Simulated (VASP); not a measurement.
# NbC (Niobocarbide) (Fm-3m) in VASP: notebook, part 2 of 2

VASP 6.6.1. Earlier steps stand in the parts before.

## Step 4: Single point, r2SCAN

File POSCAR:

```
NbC
1.0
    0.0000000000      2.2345500000      2.2345500000
    2.2345500000      0.0000000000      2.2345500000
    2.2345500000      2.2345500000      0.0000000000
Nb C
1 1
Direct
    0.0000000000      0.0000000000      0.0000000000
    0.5000000000      0.5000000000      0.5000000000
```

File INCAR.step1:

```
SYSTEM = NbC
  PREC = Accurate
  ENCUT = 660
  ISMEAR = -1
  SIGMA = 0.1
  LREAL = .False.
  LASPH = .True.
  NELM = 120
  NBANDS = 16
  GGA = PE
  ALGO = Normal
  EDIFF = 1E-5
  LWAVE = .True.
  LCHARG = .False.
  GGA_COMPAT = .False.
```

File INCAR.step2:

```
SYSTEM = NbC
  PREC = Accurate
  ENCUT = 660
  EDIFF = 1E-6
  ISMEAR = -1
  SIGMA = 0.1
  LREAL = .False.
  LASPH = .True.
  NELM = 120
  ALGO = Normal
  ISIF = 2
  LWAVE = .False.
  LCHARG = .True.
  METAGGA = R2SCAN
  LMIXTAU = .True.
  LELF = .True.
  LVHAR = .True.
  NBANDS = 16
  ISTART = 1
  GGA_COMPAT = .False.
```

File KPOINTS:

```
Automatic mesh
0
Gamma
  5 5 5
  0 0 0
```

Potentials or basis: VASP PAW PBE potentials, release 64 (Nb_sv, C).

On the command line:

```sh
cat potpaw_PBE.64/Nb_sv/POTCAR potpaw_PBE.64/C/POTCAR > POTCAR
cp INCAR.step1 INCAR
mpirun -np 1 vasp_std > vasp.out
cp INCAR.step2 INCAR
mpirun -np 1 vasp_std > vasp.out
```

OUTCAR:

```text
SYSTEM = NbC
   PREC = Accurate
   ENCUT = 660
   EDIFF = 1E-6
   ISMEAR = -1
   LREAL = .False.
   LASPH = .True.
   NELM = 120
   ISIF = 2
   METAGGA = R2SCAN
   ISTART = 1

 ion  position               nearest neighbor table
   1  0.000  0.000  0.000-   2 2.23   2 2.23   2 2.23   2 2.23   2 2.23   2 2.23
   2  0.500  0.500  0.500-   1 2.23   1 2.23   1 2.23   1 2.23   1 2.23   1 2.23

  LATTYP: Found a face centered cubic cell.
 ALAT       =     4.4691000000

  Lattice vectors:

 A1 = (   0.0000000000,   2.2345500000,   2.2345500000)
 A2 = (   2.2345500000,   0.0000000000,   2.2345500000)
 A3 = (   2.2345500000,   2.2345500000,   0.0000000000)

Analysis of symmetry for initial positions (statically):
=====================================================================
 Subroutine PRICEL returns:
 Original cell was already a primitive cell.

 Routine SETGRP: Setting up the symmetry group for a
 face centered cubic supercell.

 Subroutine GETGRP returns: Found 48 space group operations
 (whereof 48 operations were pure point group operations)
 out of a pool of 48 trial point group operations.

The static configuration has the point symmetry O_h .

Analysis of symmetry for dynamics (positions and initial velocities):
=====================================================================
 Subroutine PRICEL returns:
 Original cell was already a primitive cell.

 Routine SETGRP: Setting up the symmetry group for a
 face centered cubic supercell.

 Subroutine GETGRP returns: Found 48 space group operations
 (whereof 48 operations were pure point group operations)
 out of a pool of 48 trial point group operations.

The dynamic configuration has the point symmetry O_h .

 Subroutine INISYM returns: Found 48 space group operations
 (whereof 48 operations are pure point group operations),
 and found     1 'primitive' translations

----------------------------------------------------------------------------------------

                                     Primitive cell

  volume of cell :      22.3152

  direct lattice vectors                    reciprocal lattice vectors
     0.000000000  2.234550000  2.234550000    -0.223758699  0.223758699  0.223758699
     2.234550000  0.000000000  2.234550000     0.223758699 -0.223758699  0.223758699
     2.234550000  2.234550000  0.000000000     0.223758699  0.223758699 -0.223758699

  length of vectors
     3.160130916  3.160130916  3.160130916     0.387561435  0.387561435  0.387561435

  position of ions in fractional coordinates (direct lattice)
     0.000000000  0.000000000  0.000000000
     0.500000000  0.500000000  0.500000000

  ion indices of the primitive-cell ions
   primitive index   ion index
                 1           1
                 2           2

----------------------------------------------------------------------------------------

 KPOINTS: Automatic mesh

Automatic generation of k-mesh.
 Grid dimensions read from file:
 generate k-points for:    5    5    5

 Generating k-lattice:

  Cartesian coordinates                     Fractional coordinates (reciprocal lattice)
    -0.044751740  0.044751740  0.044751740     0.200000000  0.000000000  0.000000000
     0.044751740 -0.044751740  0.044751740     0.000000000  0.200000000  0.000000000
     0.044751740  0.044751740 -0.044751740     0.000000000  0.000000000  0.200000000

  Length of vectors
     0.077512287  0.077512287  0.077512287

  Shift w.r.t. Gamma in fractional coordinates (k-lattice)
     0.000000000  0.000000000  0.000000000

 Subroutine IBZKPT returns following result:
 ===========================================

 Found     10 irreducible k-points:

 Following reciprocal coordinates:
            Coordinates               Weight
  0.000000  0.000000  0.000000      1.000000
  0.200000  0.000000  0.000000      8.000000
  0.400000  0.000000  0.000000      8.000000
  0.200000  0.200000  0.000000      6.000000
  0.400000  0.200000  0.000000     24.000000
 -0.400000  0.200000  0.000000     24.000000
 -0.200000  0.200000  0.000000     12.000000
  0.400000  0.400000  0.000000      6.000000
 -0.400000  0.400000  0.000000     12.000000
 -0.400000  0.400000  0.200000     24.000000
   k-points           NKPTS =     10   k-points in BZ     NKDIM =     10   number of bands    NBANDS=     16
   number of dos      NEDOS =    301   number of ions     NIONS =      2
   total plane-waves  NPLWV =  21952
   dimension x,y,z NGX =    28 NGY =   28 NGZ =   28
   dimension x,y,z NGXF=    56 NGYF=   56 NGZF=   56
   ions per type =               1   1
   NGX,Y,Z   is equivalent  to a cutoff of  14.73, 14.73, 14.73 a.u.
   NGXF,Y,Z  is equivalent  to a cutoff of  29.46, 29.46, 29.46 a.u.
 SYSTEM =  NbC
   PREC   = accura    normal or accurate (medium, high low for compatibility)
   ISTART =      1    job   : 0-new  1-cont  2-samecut
   ICHARG =      0    charge: 1-file 2-atom 10-const
   ISPIN  =      1    spin polarized calculation?
   LNONCOLLINEAR =      F non collinear calculations
   LSORBIT =      F    spin-orbit coupling
   LASPH  =      T    aspherical Exc in radial PAW
   ENCUT  =  660.0 eV  48.51 Ry    6.96 a.u.   6.62  6.62  6.62*2*pi/ulx,y,z
   NELM   =    120;   NELMIN=  2; NELMDL=  0     # of ELM steps
   EDIFF  = 0.1E-05   stopping-criterion for ELM
   LREAL  =      F    real-space projection
   EDIFFG = 0.1E-04   stopping-criterion for IOM
   NSW    =      0    number of steps for IOM
   IBRION =     -1    ionic relax: 0-MD 1-quasi-New 2-CG
   NFREE  =      0    steps in history (QN), initial steepest desc. (CG)
   ISIF   =      2    stress and relaxation
   ISYM   =      2    0-nonsym 1-usesym 2-fastsym
   POTIM  = 0.5000    time-step for ionic-motion
   TEBEG  =    0.0;   TEEND  =   0.0 temperature during run
   PSTRESS=    0.0 pullay stress
   NELECT =      17.0000    total number of electrons
   NUPDOWN=      -1.0000    fix difference up-down
   EMIN   =  10.00;   EMAX   =-10.00  energy-range for DOS
   EFERMI =   0.00;   METHOD = LEGACY
   ISMEAR =    -1;   SIGMA  =   0.10  broadening in eV -4-tet -1-fermi 0-gaus
   EFERMI_NEDOS =   21; number of points for ismear=-14 and -15
   IALGO  =     38    algorithm
   IMIX   =      4    mixing-type and parameters
     AMIX     =   0.40;   BMIX     =  1.00
     AMIX_MAG =   1.60;   BMIX_MAG =  1.00
  volume/ion in A,a.u.               =      11.16        75.30
  Fermi-wavevector in a.u.,A,eV,Ry     =   1.495172  2.825465 30.416346  2.235538
  Thomas-Fermi vector in A             =   2.607351
   LORBIT       =      0    0 simple, 1 ext, 2 COOP (PROOUT), +10 PAW based schemes
   METAGGA = R2SCAN    functional components
   LHFCALC =     F    Hartree Fock is set to
   AEXX    =    0.0000 exact exchange contribution
   IVDW    =     0    specifies the selected vdW correction
   LEPSILON=     F    determine dielectric tensor
   LRPA    =     F    only Hartree local field effects (RPA)
 non-spin polarized calculation
  energy-cutoff  :      660.00
  volume of cell :       22.32
 maximum number of plane-waves:       875
   NGX = 13   NGY = 13   NGZ = 13

 number of electron      17.0000001 magnetization

 Free energy of the ion-electron system (eV)
  ---------------------------------------------------
  ext. energy  EPLUGINS =         0.00000000
  ---------------------------------------------------
  free energy    TOTEN  =       -36.10520090 eV

  energy without entropy =      -36.08221849  energy(sigma->0) =      -36.09370970

 E-fermi :  12.5736     XC(G=0): -14.0820

 val. band max:       12.4923951680   @ k =   0.2000   0.0000   0.0000
 cond. band min:      12.8413161681   @ k =  -0.2000   0.2000   0.0000
 fundamental gap:      0.3489210002
 Fermi energy:        12.5735670553

 k-point     1 :       0.0000    0.0000    0.0000
  band No.  band energies     occupation
      1     -45.0221      2.00000
      2     -19.9947      2.00000
      3     -19.9947      2.00000
      4     -19.9947      2.00000
      5      -1.6236      2.00000
      6      11.3756      1.99999
[... 8 lines left out ...]
     15      23.3855      0.00000
     16      35.5748      0.00000
[... 153 lines left out ...]
 k-point    10 :      -0.4000    0.4000    0.2000
  band No.  band energies     occupation
      1     -44.8785      2.00000
      2     -20.6325      2.00000
      3     -20.4259      2.00000
      4     -20.2371      2.00000
      5       0.6367      2.00000
      6       7.0886      2.00000
[... 8 lines left out ...]
     15      26.6700      0.00000
     16      26.7386      0.00000

------------------------ aborting loop because EDIFF is reached ----------------------------------------

  FORCE on cell =-STRESS in cart. coord.  units (eV):
  Direction    XX          YY          ZZ          XY          YZ          ZX
  --------------------------------------------------------------------------------------
  -------------------------------------------------------------------------------------
  Total        0.3098219      0.3098219      0.3098219      0.0000000      0.0000000      0.0000000
  in kB       22.2444892     22.2444892     22.2444892      0.0000000      0.0000000      0.0000000
  external PRESSURE =      22.2444892 kB  Pullay stress =       0.0000000 kB

 VOLUME and BASIS-vectors are now :
 -----------------------------------------------------------------------------
  energy-cutoff  :      660.00
  volume of cell :       22.32
      direct lattice vectors                 reciprocal lattice vectors
     0.000000000  2.234550000  2.234550000    -0.223758699  0.223758699  0.223758699
     2.234550000  0.000000000  2.234550000     0.223758699 -0.223758699  0.223758699
     2.234550000  2.234550000  0.000000000     0.223758699  0.223758699 -0.223758699

 POSITION                                       TOTAL-FORCE (eV/Angst)
 -----------------------------------------------------------------------------------
      0.00000      0.00000      0.00000         0.000000      0.000000      0.000000
      2.23455      2.23455      2.23455        -0.000000      0.000000     -0.000000
 -----------------------------------------------------------------------------------
    total drift:                               -0.000000      0.000000      0.000000

  FREE ENERGIE OF THE ION-ELECTRON SYSTEM (eV)
  ---------------------------------------------------
  free  energy   TOTEN  =       -36.1052009036 eV

  energy  without entropy=      -36.0822184865  energy(sigma->0) =      -36.09370970
```

Run time: 44 s. Hardware: 1 thread of Intel Xeon 8259CL, shared host; peak memory 0.16 GiB.

Results:

```yaml
Free_energy: -36.1052 eV
Pressure: 2.2 GPa
```

Caveat: the k points lie up to 0.49 Å⁻¹ apart; the PAW data sets were made with another functional, which shifts forces and pressure a little.

## Step 5: Single point, r2SCAN

POSCAR is that of step 4.

File INCAR.step1:

```
ALGO = Normal
EDIFF = 1E-5
ENCUT = 660
GGA = PE
GGA_COMPAT = F
ISMEAR = -1
LASPH = T
LCHARG = F
LREAL = F
LWAVE = T
NBANDS = 16
NELM = 120
PREC = Accurate
SIGMA = 0.1
```

File INCAR.step2:

```
ALGO = Normal
EDIFF = 1E-6
ENCUT = 660
GGA_COMPAT = F
ISIF = 2
ISMEAR = -1
ISTART = 1
LASPH = T
LCHARG = F
LMIXTAU = T
LREAL = F
LWAVE = F
METAGGA = R2SCAN
NBANDS = 16
NELM = 120
PREC = Accurate
SIGMA = 0.1
```

File KPOINTS:

```
k-points
0
Gamma
  7 7 7
```

On the command line:

```sh
cat potpaw_PBE.64/Nb_sv/POTCAR potpaw_PBE.64/C/POTCAR > POTCAR
cp INCAR.step1 INCAR
mpirun -np 1 vasp_std > vasp.out
cp INCAR.step2 INCAR
mpirun -np 1 vasp_std > vasp.out
```

Run time: 79 s. Hardware: 1 thread of Intel Xeon 8259CL, shared host; peak memory 0.17 GiB.

The run converged. Its results:

```
Free energy : -36.0868 eV
Pressure    : 2.4 GPa
```

Levels at points of the mesh, in eV from the Fermi level:
| k point | band 7 | band 8 | band 9 | band 10 | band 11 | band 12 |
| --- | --- | --- | --- | --- | --- | --- |
| (0.00, 0.00, 0.00) | -1.43 | -1.43 | -0.42 | -0.42 | -0.42 | 0.22 |

Caveat: the PAW data sets were made with another functional, which shifts forces and pressure a little.

## Step 6: Single point, r2SCAN

POSCAR is that of step 5.

File INCAR.step1:

```
SYSTEM = NbC
ALGO     = Normal         ! electronic algorithm
EDIFF    = 1E-5           ! SCF threshold, eV
ENCUT    = 660            ! plane-wave cutoff, eV
GGA      = PE             ! functional
GGA_COMPAT= .False.      
ISMEAR   = -1             ! smearing method
LASPH    = .True.         ! aspherical terms in the spheres
LCHARG   = .False.        ! write CHGCAR
LREAL    = .False.        ! projectors in reciprocal space
LWAVE    = .True.         ! write WAVECAR
NBANDS   = 16             ! bands
NELM     = 120            ! most SCF steps
PREC     = Accurate       ! precision mode
SIGMA    = 0.1            ! smearing width, eV
```

File INCAR.step2:

```
SYSTEM = NbC
ALGO     = Normal         ! electronic algorithm
EDIFF    = 1E-6           ! SCF threshold, eV
ENCUT    = 660            ! plane-wave cutoff, eV
GGA_COMPAT= .False.      
ISIF     = 2              ! what is computed and relaxed
ISMEAR   = -1             ! smearing method
ISTART   = 1            
LASPH    = .True.         ! aspherical terms in the spheres
LCHARG   = .False.        ! write CHGCAR
LMIXTAU  = .True.       
LREAL    = .False.        ! projectors in reciprocal space
LWAVE    = .False.        ! write WAVECAR
METAGGA  = R2SCAN         ! meta-GGA
NBANDS   = 16             ! bands
NELM     = 120            ! most SCF steps
PREC     = Accurate       ! precision mode
SIGMA    = 0.1            ! smearing width, eV
```

File KPOINTS:

```
k-points
0
Gamma
  9 9 9
  0 0 0
```

Potentials or basis: VASP PAW PBE potentials, release 64 (Nb_sv, C).

On the command line:

```sh
cat potpaw_PBE.64/Nb_sv/POTCAR potpaw_PBE.64/C/POTCAR > POTCAR
cp INCAR.step1 INCAR
mpirun -np 1 vasp_std > vasp.out
cp INCAR.step2 INCAR
mpirun -np 1 vasp_std > vasp.out
```

Run time: 1.9 min. Hardware: 1 thread of Intel Xeon 8259CL, shared host; peak memory 0.18 GiB.

The run converged. Its results:

* Free energy: -36.0816 eV
* Pressure: 2.5 GPa

Levels at points of the mesh, in eV from the Fermi level:
| k point | band 7 | band 8 | band 9 | band 10 | band 11 | band 12 |
| --- | --- | --- | --- | --- | --- | --- |
| (0.00, 0.00, 0.00) | -1.32 | -1.32 | -0.34 | -0.34 | -0.34 | 0.33 |

Caveat: the PAW data sets were made with another functional, which shifts forces and pressure a little.

## Step 7: Single point, r2SCAN

POSCAR is that of step 6.

File INCAR.step1:

```
PREC = Accurate
ENCUT = 660
ISMEAR = -1
SIGMA = 0.1
LREAL = False
LASPH = True
NELM = 120
NBANDS = 16
GGA = PE
ALGO = Normal
EDIFF = 1E-5
LWAVE = True
LCHARG = False
GGA_COMPAT = False
```

File INCAR.step2:

```
PREC = Accurate
ENCUT = 660
EDIFF = 1E-6
ISMEAR = -1
SIGMA = 0.1
LREAL = False
LASPH = True
NELM = 120
ALGO = Normal
ISIF = 2
LWAVE = False
LCHARG = False
METAGGA = R2SCAN
LMIXTAU = True
NBANDS = 16
ISTART = 1
GGA_COMPAT = False
```

File KPOINTS:

```
regular mesh
0
Gamma
  11 11 11
```

On the command line:

```sh
cat potpaw_PBE.64/Nb_sv/POTCAR potpaw_PBE.64/C/POTCAR > POTCAR
cp INCAR.step1 INCAR
mpirun -np 1 vasp_std > vasp.out
cp INCAR.step2 INCAR
mpirun -np 1 vasp_std > vasp.out
```

Wall time 3 min (1 thread of Intel Xeon 8259CL, shared host); peak memory 0.18 GiB.

Results (log left out):

```
Free energy : -36.0858 eV
Pressure    : 2.5 GPa
```

Levels at points of the mesh, in eV from the Fermi level:
| k point | band 5 | band 6 | band 7 | band 8 | band 9 | band 10 | band 11 | band 12 | band 13 | band 14 |
| --- | --- | --- | --- | --- | --- | --- | --- | --- | --- | --- |
| (0.00, 0.00, 0.00) | -14.41 | -1.40 | -1.40 | -1.40 | -0.43 | -0.43 | -0.43 | 0.24 | 0.24 | 8.10 |

Caveat: the PAW data sets were made with another functional, which shifts forces and pressure a little.

## Step 8: Overview

```csv
k mesh,gap on the mesh (eV),pressure (GPa)
3 × 3 × 3,none,6.6
4 × 4 × 4,none,3.8
5 × 5 × 5,none,2.2
7 × 7 × 7,none,2.4
9 × 9 × 9,none,2.5
11 × 11 × 11,none,2.5
```

Alike in all rows: task single point; level r2SCAN; potentials or basis VASP PAW PBE potentials, release 64 (Nb_sv, C); no spin polarisation; cell as given; cutoff (eV) 660; smearing fermi-dirac 0.1 eV.

Caveats: some runs use coarse meshes; the PAW data sets were made with another functional, which shifts forces and pressure a little.

Absolute energies hang on the potentials; compare differences alone.
